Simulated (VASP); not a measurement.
# SnO (Cmc2_1) in VASP: single point with PBE

Aim: the single point of SnO with PBE.

All numbers are computed with VASP 6.6.1; they aren't measurements. Logs are shortened: lines on timing, memory, paths and dates and some standing lists are left out, and cuts for length are marked.

### 1 The cell of the first run

The structure is orthorhombic, space group Cmc2_1 (No. 36). The conventional cell has a = 5.000 Å, b = 5.720 Å, c = 11.120 Å, α = 90.00°, β = 90.00°, γ = 90.00°. Within 2.8 Å of Sn (site symmetry m) lie 4 O at 2.15 to 2.53 Å. Within 2.6 Å of Sn (site symmetry m) lie 2 O at 1.99 Å. Within 2.4 Å of O (site symmetry 1) lie 1 O at 1.80 Å and 2 Sn at 1.99 to 2.15 Å.

### 2 Single point, PBE

Input file INCAR:

```
PREC = Accurate
ENCUT = 520
EDIFF = 1E-6
ISMEAR = 1
SIGMA = 0.5
LREAL = F
LASPH = T
NELM = 80
ALGO = Normal
ISIF = 2
LWAVE = F
LCHARG = T
GGA = PE
LELF = T
LVHAR = T
NBANDS = 50
```

Input file KPOINTS:

```
regular mesh
0
Gamma
  10 10 4
```

Input file POSCAR:

```
SnO
1.0
    2.5000000000     -2.8600000000      0.0000000000
    2.5000000000      2.8600000000      0.0000000000
    0.0000000000      0.0000000000     11.1200000000
Sn O
4 4
Direct
    0.0000000000      0.0000000000      0.0000000000
    0.0000000000      0.0000000000      0.5000000000
    0.5590000000      0.4410000000      0.2540000000
    0.4410000000      0.5590000000      0.7540000000
    0.9300000000      0.4300000000      0.3800000000
    0.0700000000      0.5700000000      0.8800000000
    0.5700000000      0.0700000000      0.3800000000
    0.4300000000      0.9300000000      0.8800000000
```

Potentials or basis: VASP PAW PBE potentials, release 64 (Sn_d, O).

Launch:

```console
$ cat potpaw_PBE.64/Sn_d/POTCAR potpaw_PBE.64/O/POTCAR > POTCAR
$ mpirun -np 1 vasp_std > vasp.out
```

OUTCAR:

```text
PREC = Accurate
   ENCUT = 520
   EDIFF = 1E-6
   ISMEAR = 1
   LREAL = F
   LASPH = T
   NELM = 80
   ISIF = 2
   GGA = PE

 ion  position               nearest neighbor table
   1  0.000  0.000  0.000-   6 2.15   8 2.15   6 2.53   8 2.53   4 3.72   4 3.72   4 3.72
   2  0.000  0.000  0.500-   5 2.15   7 2.15   7 2.53   5 2.53   3 3.72   3 3.72   3 3.72
   3  0.559  0.441  0.254-   5 1.99   7 1.99   7 2.77   5 2.77   2 3.72   2 3.72   2 3.72
   4  0.441  0.559  0.754-   6 1.99   8 1.99   6 2.77   8 2.77   1 3.72   1 3.72   1 3.72
   5  0.930  0.430  0.380-   7 1.80   3 1.99   2 2.15   2 2.53   3 2.77
   6  0.070  0.570  0.880-   8 1.80   4 1.99   1 2.15   1 2.53   4 2.77
   7  0.570  0.070  0.380-   5 1.80   3 1.99   2 2.15   2 2.53   3 2.77
   8  0.430  0.930  0.880-   6 1.80   4 1.99   1 2.15   1 2.53   4 2.77

  LATTYP: Found a base centered orthorhombic cell.
 ALAT       =     5.0000000000
 B/A-ratio  =     1.1440000000
 C/A-ratio  =     2.2240000000

  Lattice vectors:

 A1 = (   2.5000000000,  -2.8600000000,   0.0000000000)
 A2 = (   2.5000000000,   2.8600000000,   0.0000000000)
 A3 = (   0.0000000000,   0.0000000000,  11.1200000000)

Analysis of symmetry for initial positions (statically):
=====================================================================
 Subroutine PRICEL returns:
 Original cell was already a primitive cell.

 Routine SETGRP: Setting up the symmetry group for a
 base centered orthorhombic supercell.

 Subroutine GETGRP returns: Found  4 space group operations
 (whereof  2 operations were pure point group operations)
 out of a pool of  8 trial point group operations.

The static configuration has the point symmetry C_1h.
 The point group associated with its full space group is C_2v.

Analysis of symmetry for dynamics (positions and initial velocities):
=====================================================================
 Subroutine PRICEL returns:
 Original cell was already a primitive cell.

 Routine SETGRP: Setting up the symmetry group for a
 base centered orthorhombic supercell.

 Subroutine GETGRP returns: Found  4 space group operations
 (whereof  2 operations were pure point group operations)
 out of a pool of  8 trial point group operations.

The dynamic configuration has the point symmetry C_1h.
 The point group associated with its full space group is C_2v.

 Subroutine INISYM returns: Found  4 space group operations
 (whereof  2 operations are pure point group operations),
 and found     1 'primitive' translations

----------------------------------------------------------------------------------------

                                     Primitive cell

  volume of cell :     159.0160

  direct lattice vectors                    reciprocal lattice vectors
     2.500000000 -2.860000000  0.000000000     0.200000000 -0.174825175  0.000000000
     2.500000000  2.860000000  0.000000000     0.200000000  0.174825175  0.000000000
     0.000000000  0.000000000 11.120000000     0.000000000  0.000000000  0.089928058

  length of vectors
     3.798631332  3.798631332 11.120000000     0.265638555  0.265638555  0.089928058

  position of ions in fractional coordinates (direct lattice)
     0.000000000  0.000000000  0.000000000
     0.000000000  0.000000000  0.500000000
     0.559000000  0.441000000  0.254000000
     0.441000000  0.559000000  0.754000000
     0.930000000  0.430000000  0.380000000
     0.070000000  0.570000000  0.880000000
     0.570000000  0.070000000  0.380000000
     0.430000000  0.930000000  0.880000000

  ion indices of the primitive-cell ions
   primitive index   ion index
                 1           1
                 2           2
                 3           3
                 4           4
                 5           5
                 6           6
                 7           7
                 8           8

----------------------------------------------------------------------------------------

 KPOINTS: regular mesh

Automatic generation of k-mesh.
 Grid dimensions read from file:
 generate k-points for:   10   10    4

 Generating k-lattice:

  Cartesian coordinates                     Fractional coordinates (reciprocal lattice)
     0.020000000 -0.017482517  0.000000000     0.100000000  0.000000000  0.000000000
     0.020000000  0.017482517  0.000000000     0.000000000  0.100000000  0.000000000
     0.000000000  0.000000000  0.022482014     0.000000000  0.000000000  0.250000000

  Length of vectors
     0.026563855  0.026563855  0.022482014

  Shift w.r.t. Gamma in fractional coordinates (k-lattice)
     0.000000000  0.000000000  0.000000000

 Subroutine IBZKPT returns following result:
 ===========================================

 Found     93 irreducible k-points:

 Following reciprocal coordinates:
            Coordinates               Weight
  0.000000  0.000000  0.000000      1.000000
  0.100000 -0.000000  0.000000      4.000000
  0.200000 -0.000000  0.000000      4.000000
  0.300000 -0.000000  0.000000      4.000000
  0.400000  0.000000  0.000000      4.000000
  0.500000 -0.000000  0.000000      2.000000
[... 16 lines left out ...]
  0.300000  0.300000  0.000000      2.000000
  0.400000  0.300000  0.000000      4.000000
 [... further k-points ...]
   k-points           NKPTS =     93   k-points in BZ     NKDIM =     93   number of bands    NBANDS=     50
   number of dos      NEDOS =    301   number of ions     NIONS =      8
   total plane-waves  NPLWV =  65856
   dimension x,y,z NGX =    28 NGY =   28 NGZ =   84
   dimension x,y,z NGXF=    56 NGYF=   56 NGZF=  168
   ions per type =               4   4
   NGX,Y,Z   is equivalent  to a cutoff of  12.25, 12.25, 12.56 a.u.
   NGXF,Y,Z  is equivalent  to a cutoff of  24.51, 24.51, 25.12 a.u.
 SYSTEM =  unknown system
   PREC   = accura    normal or accurate (medium, high low for compatibility)
   ISTART =      0    job   : 0-new  1-cont  2-samecut
   ICHARG =      2    charge: 1-file 2-atom 10-const
   ISPIN  =      1    spin polarized calculation?
   LNONCOLLINEAR =      F non collinear calculations
   LSORBIT =      F    spin-orbit coupling
   LASPH  =      T    aspherical Exc in radial PAW
   ENCUT  =  520.0 eV  38.22 Ry    6.18 a.u.   7.06  7.06 20.68*2*pi/ulx,y,z
   NELM   =     80;   NELMIN=  2; NELMDL= -5     # of ELM steps
   EDIFF  = 0.1E-05   stopping-criterion for ELM
   LREAL  =      F    real-space projection
   EDIFFG = 0.1E-04   stopping-criterion for IOM
   NSW    =      0    number of steps for IOM
   IBRION =     -1    ionic relax: 0-MD 1-quasi-New 2-CG
   NFREE  =      0    steps in history (QN), initial steepest desc. (CG)
   ISIF   =      2    stress and relaxation
   ISYM   =      2    0-nonsym 1-usesym 2-fastsym
   POTIM  = 0.5000    time-step for ionic-motion
   TEBEG  =    0.0;   TEEND  =   0.0 temperature during run
   PSTRESS=    0.0 pullay stress
   NELECT =      80.0000    total number of electrons
   NUPDOWN=      -1.0000    fix difference up-down
   EMIN   =  10.00;   EMAX   =-10.00  energy-range for DOS
   EFERMI =   0.00;   METHOD = LEGACY
   ISMEAR =     1;   SIGMA  =   0.50  broadening in eV -4-tet -1-fermi 0-gaus
   EFERMI_NEDOS =   21; number of points for ismear=-14 and -15
   IALGO  =     38    algorithm
   IMIX   =      4    mixing-type and parameters
     AMIX     =   0.40;   BMIX     =  1.00
     AMIX_MAG =   1.60;   BMIX_MAG =  1.00
  volume/ion in A,a.u.               =      19.88       134.14
  Fermi-wavevector in a.u.,A,eV,Ry     =   1.302041  2.460500 23.066092  1.695310
  Thomas-Fermi vector in A             =   2.433135
   LORBIT       =      0    0 simple, 1 ext, 2 COOP (PROOUT), +10 PAW based schemes
   GGA     = PE    functional components
   LHFCALC =     F    Hartree Fock is set to
   AEXX    =    0.0000 exact exchange contribution
   IVDW    =     0    specifies the selected vdW correction
   LEPSILON=     F    determine dielectric tensor
   LRPA    =     F    only Hartree local field effects (RPA)
 non-spin polarized calculation
 Methfessel and Paxton  Order N= 1 SIGMA  =   0.50
  energy-cutoff  :      520.00
  volume of cell :      159.02
 maximum number of plane-waves:      4324
   NGX = 15   NGY = 15   NGZ = 41

 number of electron      80.0000004 magnetization

 Free energy of the ion-electron system (eV)
  ---------------------------------------------------
  ext. energy  EPLUGINS =         0.00000000
  ---------------------------------------------------
  free energy    TOTEN  =       -37.82377475 eV

  energy without entropy =      -37.85452696  energy(sigma->0) =      -37.83402549

 E-fermi :   6.3818     XC(G=0):  -9.6261

 val. band max:        6.3734534325   @ k =  -0.3000   0.3000   0.2500
 cond. band min:       6.3843440954   @ k =  -0.3000   0.3000   0.0000
 fundamental gap:      0.0108906629
 Fermi energy:         6.3818310040

 k-point     1 :       0.0000    0.0000    0.0000
  band No.  band energies     occupation
      1     -16.4380      2.00000
      2     -16.4339      2.00000
      3     -16.0369      2.00000
      4     -16.0316      2.00000
      5     -15.8416      2.00000
      6     -15.8370      2.00000
[... 42 lines left out ...]
     49      11.2412     -0.00000
     50      11.9300     -0.00000

 k-point     2 :       0.1000   -0.0000    0.0000
  band No.  band energies     occupation
      1     -16.4465      2.00000
      2     -16.4420      2.00000
      3     -16.0317      2.00000
      4     -16.0258      2.00000
      5     -15.8392      2.00000
      6     -15.8355      2.00000
[... 42 lines left out ...]
     49      11.4400     -0.00000
     50      11.6331     -0.00000

 k-point     3 :       0.2000   -0.0000    0.0000
  band No.  band energies     occupation
      1     -16.4673      2.00000
      2     -16.4621      2.00000
      3     -16.0195      2.00000
      4     -16.0130      2.00000
      5     -15.8343      2.00000
      6     -15.8328      2.00000
[... 1102 lines left out ...]
     49      10.6435     -0.00000
     50      11.3829     -0.00000

 k-point    24 :       0.4000    0.3000    0.0000
  band No.  band energies     occupation
      1     -16.5481      2.00000
      2     -16.5413      2.00000
      3     -16.0006      2.00000
      4     -15.9884      2.00000
      5     -15.8379      2.00000
      6     -15.8366      2.00000
[... 42 lines left out ...]
     49      10.7003     -0.00000
     50      11.1077     -0.00000

 [... further k-points ...]

------------------------ aborting loop because EDIFF is reached ----------------------------------------

  FORCE on cell =-STRESS in cart. coord.  units (eV):
  Direction    XX          YY          ZZ          XY          YZ          ZX
  --------------------------------------------------------------------------------------
  -------------------------------------------------------------------------------------
  Total       30.1573101      0.5066883     -0.4024677      0.0000000      0.0000000      0.0000000
  in kB      303.8521819      5.1051746     -4.0550927      0.0000000      0.0000000      0.0000000
  external PRESSURE =     101.6340879 kB  Pullay stress =       0.0000000 kB

 VOLUME and BASIS-vectors are now :
 -----------------------------------------------------------------------------
  energy-cutoff  :      520.00
  volume of cell :      159.02
      direct lattice vectors                 reciprocal lattice vectors
     2.500000000 -2.860000000  0.000000000     0.200000000 -0.174825175  0.000000000
     2.500000000  2.860000000  0.000000000     0.200000000  0.174825175  0.000000000
     0.000000000  0.000000000 11.120000000     0.000000000  0.000000000  0.089928058

 POSITION                                       TOTAL-FORCE (eV/Angst)
 -----------------------------------------------------------------------------------
      0.00000      0.00000      0.00000         0.000000      0.934714     -0.968226
      0.00000      0.00000      5.56000         0.000000     -0.934714     -0.968226
      2.50000     -0.33748      2.82448         0.000000      2.249904     -1.246257
      2.50000      0.33748      8.38448         0.000000     -2.249904     -1.246257
      3.40000     -1.43000      4.22560         8.766412     -0.593377      1.107242
      1.60000      1.43000      9.78560        -8.766412      0.593377      1.107242
      1.60000     -1.43000      4.22560        -8.766412     -0.593377      1.107242
      3.40000      1.43000      9.78560         8.766412      0.593377      1.107242
 -----------------------------------------------------------------------------------
    total drift:                                0.000000     -0.000000      0.001223

  FREE ENERGIE OF THE ION-ELECTRON SYSTEM (eV)
  ---------------------------------------------------
  free  energy   TOTEN  =       -37.8237747492 eV

  energy  without entropy=      -37.8545269612  energy(sigma->0) =      -37.83402549
```

Run time: 19 min. Hardware: 1 thread of Intel Xeon 8259CL, shared host; peak memory 0.61 GiB.

What came out:

```
Free energy            : -37.8238 eV
Pressure               : 10.2 GPa
Largest force          : 8.856 eV/Å
Band gap on the k mesh : zero (bands 40 and 41 overlap by 0.35 eV)
```

Forces in eV/Å, atoms in the order of the input:
```
Sn   0.000  0.935 -0.968
Sn   0.000 -0.935 -0.968
Sn   0.000  2.250 -1.246
Sn   0.000 -2.250 -1.246
O    8.766 -0.593  1.107
O   -8.766  0.593  1.107
O   -8.766 -0.593  1.107
O    8.766  0.593  1.107
```

Caveat: the stress differs along the axes, from -0 to 30 GPa; so wide a smearing shifts energies and pressures; semilocal functionals underestimate gaps, and a narrow one can read as zero; spin-orbit coupling is left out, which moves the levels of the heavy elements; forces of over 1 eV/Å act on the atoms, so gaps and moduli don't describe the material at rest.
